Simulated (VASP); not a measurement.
GaC:

```
Ga C
1.0
     3.41657    0.00000    0.00000
    -1.70828    2.95883    0.00000
     0.00000    0.00000    5.47151
Ga C
2 2
Direct
  0.33333 0.66667 0.00000
  0.66667 0.33333 0.50000
  0.33333 0.66667 0.38210
  0.66667 0.33333 0.88210
```

- Program: VASP 6.6.1
- Task: relaxation of cell and atoms
- Functional: r2SCAN
- Potentials or basis: VASP PAW PBE potentials, release 64 (Ga_d, C)
- Cutoff: 600 eV
- k mesh: 6 × 6 × 4
- Occupations: gaussian, width 0.1 eV
- Spin: no spin polarisation

At the start: pressure -10.3 GPa; volume 13.83 Å³/atom.

Task: Where does the relaxation end?

Result: Over 12 steps the energy falls by 54.8 meV/atom and the volume is 12.62 Å³/atom (-8.7 %); space group P6_3mc (No. 186, to 0.1 Å) before and after.

Step by step:
```csv
step,energy change (eV),largest force (eV/Å),pressure (GPa),volume (Å³)
1,0.0000,0.0714,-10.30,55.31
2,-0.1266,0.3132,6.91,48.49
3,-0.1690,0.2248,0.15,50.59
4,-0.1783,0.1584,0.23,50.54
5,-0.1877,0.0103,0.47,50.43
6,-0.1885,0.0912,0.62,50.39
7,-0.1941,0.0387,0.38,50.46
8,-0.2116,0.0835,-0.41,50.67
9,-0.2128,0.1205,-2.21,51.03
10,-0.2163,0.0772,-1.54,50.90
11,-0.2171,0.0556,-1.15,50.83
12,-0.2193,0.0253,-0.38,50.50
```

Final structure:
```
CELL_PARAMETERS angstrom
3.22850 0.00000 0.00000
-1.61425 2.79596 0.00000
0.00000 0.00000 5.59411
ATOMIC_POSITIONS crystal
Ga 0.33333 0.66667 0.01343
Ga 0.66667 0.33333 0.51343
C 0.33333 0.66667 0.36867
C 0.66667 0.33333 0.86867
```

Caveat: the PAW data sets were made with another functional, which shifts forces and pressure a little.
